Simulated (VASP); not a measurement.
A run of VASP 6.6.1 is set up as follows.

The input INCAR:

```
ALGO = Normal
EDIFF = 1E-7
ENCUT = 520
GGA = PE
ISIF = 2
ISMEAR = 0
LASPH = T
LCHARG = T
LELF = T
LREAL = F
LVHAR = T
LWAVE = F
NBANDS = 42
NELM = 60
PREC = Accurate
SIGMA = 0.1
```

File KPOINTS:

```
k-points
0
Gamma
  4 2 2
```

File POSCAR:

```
AgSn2SeI3
1.0
    4.4814760043     -0.0177909244      0.0741051415
   -0.0847247756      7.5170786299      0.0080996657
   -2.1009495280     -0.0712369396      8.0131459144
Ag Sn Se I
1 2 1 3
Direct
    0.8891860980      0.0546579283      0.0916143826
    0.3005958906      0.0717620823      0.6150323885
    0.4412296585      0.5224142064      0.8946528869
    0.7906078212      0.2428315639      0.8217644385
    0.9456540623      0.6884745614      0.1533453028
    0.4797008331      0.1928459297      0.3019026966
    0.6530256263      0.7270137377      0.6216878942
```

Potentials or basis: VASP PAW PBE potentials, release 64 (Ag, Sn_d, Se, I).

Run with:

```bash
$ cat potpaw_PBE.64/Ag/POTCAR potpaw_PBE.64/Sn_d/POTCAR potpaw_PBE.64/Se/POTCAR potpaw_PBE.64/I/POTCAR > POTCAR
$ mpirun -np 1 vasp_std > vasp.out
```

Predict the largest force.

0.018 eV/Å.

Predict the band gap on the k mesh.

1.73 eV (least direct gap 1.79 eV).

Estimate the pressure.

0.0 GPa.

Forces on the atoms (eV/Å):
```
Ag   0.003  0.003  0.003
Sn  -0.010 -0.007  0.003
Sn  -0.009 -0.006 -0.004
Se   0.006  0.008 -0.011
I    0.008 -0.015  0.006
I   -0.001  0.009  0.003
I    0.002  0.008  0.000
```

Caveat: spin-orbit coupling is left out, which moves the levels of the heavy elements. A k mesh can miss the band edges.
